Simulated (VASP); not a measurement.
# Zr2B3 (P-1) in VASP: a series of runs

The runs below take Zr2B3 through single point, with PBE.

All numbers are computed with VASP 6.6.1; they aren't measurements. Logs are shortened: lines on timing, memory, paths and dates and some standing lists are left out, and cuts for length are marked.

**1. The cell of the first run**

The typed cell holds 10 atoms: a = 3.696 Å, b = 4.909 Å, c = 7.297 Å, α = 91.39°, β = 98.21°, γ = 109.48°.

**2. Single point, PBE, collinear spin**

INCAR

```
SYSTEM = Zr2B3
PREC     = Accurate       ! precision mode
ENCUT    = 520            ! plane-wave cutoff, eV
EDIFF    = 1E-6           ! SCF threshold, eV
ISMEAR   = 0              ! smearing method
SIGMA    = 0.1            ! smearing width, eV
LREAL    = .False.        ! projectors in reciprocal space
LASPH    = .True.         ! aspherical terms in the spheres
NELM     = 150            ! most SCF steps
ALGO     = Fast           ! electronic algorithm
ISIF     = 2              ! what is computed and relaxed
LWAVE    = .False.        ! write WAVECAR
LCHARG   = .False.        ! write CHGCAR
ISPIN    = 2              ! spin polarisation
MAGMOM   = 1 1 1 1 0 0 0 0 0 0 ! initial moments
LORBIT   = 11             ! projections on sites
LMAXMIX  = 4              ! l up to which the mixer works
GGA      = PE             ! functional
NBANDS   = 48             ! bands
```

KPOINTS

```
regular mesh
0
Gamma
  6 4 4
  0 0 0
```

POSCAR

```
Zr2B3
1.0
    3.6960748164      0.0000000000      0.0000000000
   -1.6372765797      4.6276696388      0.0000000000
   -1.0414891447     -0.5563323944      7.2007163363
Zr B
4 6
Direct
    0.7852856076      0.6839552676      0.6492831912
    0.9085641168      0.7284297014      0.1173401128
    0.2147143924      0.3160447324      0.3507168088
    0.0914358832      0.2715702986      0.8826598872
    0.7172117770      0.1560178975      0.5311488635
    0.5878859862      0.1203546706      0.1042256149
    0.2827882230      0.8439821025      0.4688511365
    0.4121140138      0.8796453294      0.8957743851
    0.4310683225      0.0478726221      0.6865959793
    0.5689316775      0.9521273779      0.3134040207
```

Potentials or basis: VASP PAW PBE potentials, release 64 (Zr_sv, B).

Launch:

```console
cat potpaw_PBE.64/Zr_sv/POTCAR potpaw_PBE.64/B/POTCAR > POTCAR
mpirun -np 1 vasp_std > vasp.out
```

OUTCAR:

```text
SYSTEM = Zr2B3
   PREC = Accurate
   ENCUT = 520
   EDIFF = 1E-6
   ISMEAR = 0
   LREAL = .False.
   LASPH = .True.
   NELM = 150
   ISIF = 2
   ISPIN = 2
   LORBIT = 11
   GGA = PE

 ion  position               nearest neighbor table
   1  0.785  0.684  0.649-   7 2.35   9 2.43   7 2.47   5 2.57   9 2.57   8 2.60   5 2.63   8 2.75
                             3 2.90  10 2.95   9 2.99   4 3.07   4 3.09   2 3.37   4 3.39   3 3.64
   2  0.909  0.728  0.117-  10 2.49  10 2.52   6 2.57   8 2.57   8 2.58   6 2.62   7 2.68   6 2.81
                             3 3.07   3 3.09   4 3.09   4 3.14   4 3.30   1 3.37   3 3.39
   3  0.215  0.316  0.351-   5 2.35  10 2.43   5 2.47   7 2.57  10 2.57   6 2.60   7 2.63   6 2.75
                             1 2.90   9 2.95  10 2.99   2 3.07   2 3.09   4 3.37   2 3.39   1 3.64
   4  0.091  0.272  0.883-   9 2.49   9 2.52   8 2.57   6 2.57   6 2.58   8 2.62   5 2.68   8 2.81
                             1 3.07   1 3.09   2 3.09   2 3.14   2 3.30   3 3.37   1 3.39
   5  0.717  0.156  0.531-   9 1.64  10 1.77   7 1.80   3 2.35   3 2.47   1 2.57   1 2.63   4 2.68

   6  0.588  0.120  0.104-  10 1.75   8 1.80   2 2.57   4 2.57   4 2.58   3 2.60   2 2.62   3 2.75
                             2 2.81
   7  0.283  0.844  0.469-  10 1.64   9 1.77   5 1.80   1 2.35   1 2.47   3 2.57   3 2.63   2 2.68

   8  0.412  0.880  0.896-   9 1.75   6 1.80   4 2.57   2 2.57   2 2.58   1 2.60   4 2.62   1 2.75
                             4 2.81
   9  0.431  0.048  0.687-   5 1.64   8 1.75   7 1.77   1 2.43   4 2.49   4 2.52   1 2.57   3 2.95
                             1 2.99
  10  0.569  0.952  0.313-   7 1.64   6 1.75   5 1.77   3 2.43   2 2.49   2 2.52   3 2.57   1 2.95
                             3 2.99

  LATTYP: Found a triclinic cell.
 ALAT       =    11.1034267016
 B/A-ratio  =     0.3328769501
 C/A-ratio  =     1.3351019629
 COS(alpha) =     0.0016311195
 COS(beta)  =     0.6193764279
 COS(gamma) =     0.7595527943

  Lattice vectors:

 A1 = (   8.4336387775,   0.5563323944,  -7.2007163363)
 A2 = (   3.6960748164,   0.0000000000,   0.0000000000)
 A3 = (   0.0241800527,  -3.5150048500, -14.4014326726)

Analysis of symmetry for initial positions (statically):
=====================================================================
 Subroutine PRICEL returns:
 Original cell was already a primitive cell.

 Routine SETGRP: Setting up the symmetry group for a
 triclinic supercell.

 Subroutine GETGRP returns: Found  2 space group operations
 (whereof  2 operations were pure point group operations)
 out of a pool of  2 trial point group operations.

The static configuration has the point symmetry S_2 .

Analysis of symmetry for dynamics (positions and initial velocities):
=====================================================================
 Subroutine PRICEL returns:
 Original cell was already a primitive cell.

[... 199 lines left out ...]
      1     -39.4553      1.00000
      2     -39.3627      1.00000
      3     -39.3199      1.00000
      4     -39.2472      1.00000
      5     -17.9018      1.00000
      6     -17.7252      1.00000
[... 1141 lines left out ...]
     44      13.7260      0.00000
     45      13.7993      0.00000

 [... further k-points ...]

 spin component 2

 k-point     1 :       0.0000    0.0000    0.0000
  band No.  band energies     occupation
      1     -39.4553      1.00000
      2     -39.3627      1.00000
      3     -39.3199      1.00000
      4     -39.2472      1.00000
      5     -17.9017      1.00000
      6     -17.7252      1.00000
[... 1141 lines left out ...]
     44      13.7261      0.00000
     45      13.8001      0.00000

 [... further k-points ...]

 [bands above 45 left out]

------------------------ aborting loop because EDIFF is reached ----------------------------------------

  FORCE on cell =-STRESS in cart. coord.  units (eV):
  Direction    XX          YY          ZZ          XY          YZ          ZX
  --------------------------------------------------------------------------------------
  -------------------------------------------------------------------------------------
  Total        0.0548308      0.0613590      0.1532896      0.0639296     -0.0413042      0.0845751
  in kB        0.7132739      0.7981974      1.9940891      0.8316363     -0.5373119      1.1002068
  external PRESSURE =       1.1685201 kB  Pullay stress =       0.0000000 kB

 VOLUME and BASIS-vectors are now :
 -----------------------------------------------------------------------------
  energy-cutoff  :      520.00
  volume of cell :      123.16
      direct lattice vectors                 reciprocal lattice vectors
     3.696074816  0.000000000  0.000000000     0.270557294  0.095723583  0.046528234
    -1.637276580  4.627669639  0.000000000     0.000000000  0.216091484  0.016695380
    -1.041489145 -0.556332394  7.200716336     0.000000000  0.000000000  0.138875072

 POSITION                                       TOTAL-FORCE (eV/Angst)
 -----------------------------------------------------------------------------------
      1.10643      2.80390      4.67530         0.026117     -0.007999      0.023303
      2.04327      3.30565      0.84493         0.009091     -0.001995     -0.009508
     -0.08912      1.26744      2.52541        -0.026117      0.007999     -0.023303
     -1.02596      0.76569      6.35578        -0.009091      0.001995      0.009508
      1.84224      0.42650      3.82465        -0.020216      0.030683     -0.020890
      1.86727      0.49898      0.75050        -0.009347      0.014944     -0.032856
     -0.82493      3.64483      3.37606         0.020216     -0.030683      0.020890
     -0.84996      3.57236      6.45022         0.009347     -0.014944      0.032856
      0.79980     -0.16044      4.94398         0.021124      0.004050      0.034580
      0.21751      4.23177      2.25673        -0.021124     -0.004050     -0.034580
 -----------------------------------------------------------------------------------
    total drift:                                0.000000      0.000000     -0.000000

  FREE ENERGIE OF THE ION-ELECTRON SYSTEM (eV)
  ---------------------------------------------------
  free  energy   TOTEN  =       -79.7884868439 eV

  energy  without entropy=      -79.7658427095  energy(sigma->0) =      -79.77716478

 total charge

# of ion       s       p       d       tot
------------------------------------------
    1        2.171   6.004   1.733   9.908
    2        2.171   6.005   1.664   9.840
    3        2.171   6.004   1.733   9.908
    4        2.171   6.005   1.664   9.840
    5        0.706   1.278   0.000   1.984
    6        0.670   1.155   0.000   1.825
    7        0.706   1.278   0.000   1.984
    8        0.670   1.155   0.000   1.825
    9        0.698   1.286   0.000   1.984
   10        0.698   1.286   0.000   1.984
--------------------------------------------------
tot         12.832  31.457   6.794  51.083

 magnetization (x)

# of ion       s       p       d       tot
------------------------------------------
    1        0.000  -0.000   0.000   0.000
    2       -0.000   0.000   0.000   0.000
    3        0.000  -0.000   0.000   0.000
    4       -0.000   0.000   0.000   0.000
    5       -0.000   0.000   0.000   0.000
    6       -0.000  -0.000   0.000  -0.000
    7       -0.000   0.000   0.000   0.000
    8       -0.000  -0.000   0.000  -0.000
    9       -0.000   0.000   0.000  -0.000
   10       -0.000   0.000   0.000  -0.000
--------------------------------------------------
tot         -0.000   0.000   0.000   0.000
```

stdout:

```text
POSCAR found type information on POSCAR ZrB
 POSCAR found :  2 types and      10 ions
 scaLAPACK will be used
 LDA part: xc-table for (Slater+PW92), standard interpolation
 POSCAR, INCAR and KPOINTS ok, starting setup
 FFT: planning ... GRIDC
 FFT: planning ... GRID_SOFT
 FFT: planning ... GRID
 WAVECAR not read
 entering main loop
WARNING in EDDRMM: call to ZHEGV failed, returncode =   8  4     34
WARNING in EDDRMM: call to ZHEGV failed, returncode =   8  4     32
WARNING in EDDRMM: call to ZHEGV failed, returncode =   6  3     15
WARNING in EDDRMM: call to ZHEGV failed, returncode =   8  4     41
WARNING in EDDRMM: call to ZHEGV failed, returncode =   6  3     13
WARNING in EDDRMM: call to ZHEGV failed, returncode =   6  3     16
WARNING in EDDRMM: call to ZHEGV failed, returncode =   6  3      6
WARNING in EDDRMM: call to ZHEGV failed, returncode =   6  3     11
WARNING in EDDRMM: call to ZHEGV failed, returncode =   8  4     10
WARNING in EDDRMM: call to ZHEGV failed, returncode =   8  4     12
[... 4 lines left out ...]
WARNING in EDDRMM: call to ZHEGV failed, returncode =   8  4     11
WARNING in EDDRMM: call to ZHEGV failed, returncode =   6  3      6
WARNING in EDDRMM: call to ZHEGV failed, returncode =   8  4      7
WARNING in EDDRMM: call to ZHEGV failed, returncode =   8  4     11
WARNING in EDDRMM: call to ZHEGV failed, returncode =   8  4     16
WARNING in EDDRMM: call to ZHEGV failed, returncode =   8  4      7
WARNING in EDDRMM: call to ZHEGV failed, returncode =   8  4     13
WARNING in EDDRMM: call to ZHEGV failed, returncode =   6  3      5
WARNING in EDDRMM: call to ZHEGV failed, returncode =   6  3     16
WARNING in EDDRMM: call to ZHEGV failed, returncode =   8  4     16
```

Wall time 43 min (1 thread of Oxide Virtual Turin-like, shared host); peak memory 0.52 GiB.

Results:

```
Free energy                                           : -79.7885 eV
Pressure                                              : 0.1 GPa
Largest force                                         : 0.042 eV/Å
Band gap on the k mesh                                : zero (filled and empty bands overlap)
Net moment                                            : 0.00 μB per cell
Valence electrons inside the program's atomic spheres : Zr 9.91, 9.84 (each value once); B 1.98, 1.82 (each value once)
```

Forces on the atoms (eV/Å):
```
Zr   0.026 -0.008  0.023
Zr   0.009 -0.002 -0.010
Zr  -0.026  0.008 -0.023
Zr  -0.009  0.002  0.010
B   -0.020  0.031 -0.021
B   -0.009  0.015 -0.033
B    0.020 -0.031  0.021
B    0.009 -0.015  0.033
B    0.021  0.004  0.035
B   -0.021 -0.004 -0.035
```

**3. Single point, PBE**

INCAR

```
  PREC = Accurate
  ENCUT = 520
  EDIFF = 1E-6
  ISMEAR = 0
  SIGMA = 0.1
  LREAL = F
  LASPH = T
  NELM = 60
  ALGO = Fast
  ISIF = 2
  LWAVE = F
  LCHARG = F
  GGA = PE
  NBANDS = 44
```

KPOINTS

```
regular mesh
0
Gamma
  12 8 6
```

POSCAR

```
Zr2B3
1.0
    3.6934474477      0.0025772471      0.0066534327
   -1.6328858738      4.6264149032     -0.0048353530
   -1.0281744653     -0.5599828310      7.2087601219
Zr B
4 6
Direct
    0.7866698246      0.6831730674      0.6495844923
    0.9083915786      0.7279379139      0.1172978345
    0.2133301754      0.3168269326      0.3504155077
    0.0916084214      0.2720620861      0.8827021655
    0.7153382198      0.1564406083      0.5303460348
    0.5862134249      0.1209833691      0.1038692401
    0.2846617802      0.8435593917      0.4696539652
    0.4137865751      0.8790166309      0.8961307599
    0.4324185015      0.0472701188      0.6873656506
    0.5675814985      0.9527298812      0.3126343494
```

Potentials or basis: VASP PAW PBE potentials, release 64 (Zr_sv, B).

Launch:

```console
cat potpaw_PBE.64/Zr_sv/POTCAR potpaw_PBE.64/B/POTCAR > POTCAR
mpirun -np 1 vasp_std > vasp.out
```

It took 34 min on 1 thread of Oxide Virtual Turin-like, shared host; peak memory 1.1 GiB.

Results (log left out):

```yaml
Free_energy: -79.7791 eV
Pressure: 0.1 GPa
Largest_force: 0.012 eV/Å
Band_gap_on_the_k_mesh: zero (bands 33 and 34 overlap by 0.86 eV)
```

Forces in eV/Å, atoms in the order of the input:
```
Zr  -0.003 -0.006  0.001
Zr   0.000 -0.003  0.001
Zr   0.003  0.006 -0.001
Zr   0.000  0.003 -0.001
B    0.007  0.007  0.003
B   -0.001 -0.004  0.002
B   -0.007 -0.007 -0.003
B    0.001  0.004 -0.002
B   -0.003 -0.005  0.010
B    0.003  0.005 -0.010
```

Levels at points of the mesh, in eV from the Fermi level:
```tsv
k point	band 30	band 31	band 32	band 33	band 34	band 35	band 36	band 37
(0.00, 0.00, 0.00)	-1.36	-1.12	-0.69	-0.33	0.87	1.11	1.32	2.66
(0.50, 0.00, 0.00)	-1.63	-1.19	-0.49	-0.17	-0.03	2.47	2.62	2.71
(0.00, 0.50, 0.00)	-1.19	-0.79	-0.53	0.17	0.98	1.08	1.38	1.72
(0.50, 0.50, 0.00)	-1.37	-0.58	-0.35	-0.17	0.29	1.20	1.89	2.52
(0.00, 0.00, 0.50)	-1.31	-1.15	-1.11	-0.40	0.18	1.09	1.34	2.25
(0.50, 0.00, 0.50)	-1.69	-1.35	-0.87	-0.72	-0.01	2.78	2.85	2.86
(0.00, 0.50, 0.50)	-1.31	-0.76	-0.49	0.46	0.91	1.00	1.17	1.39
(0.50, 0.50, 0.50)	-1.82	-0.66	-0.49	-0.12	0.32	1.66	2.17	2.22
```
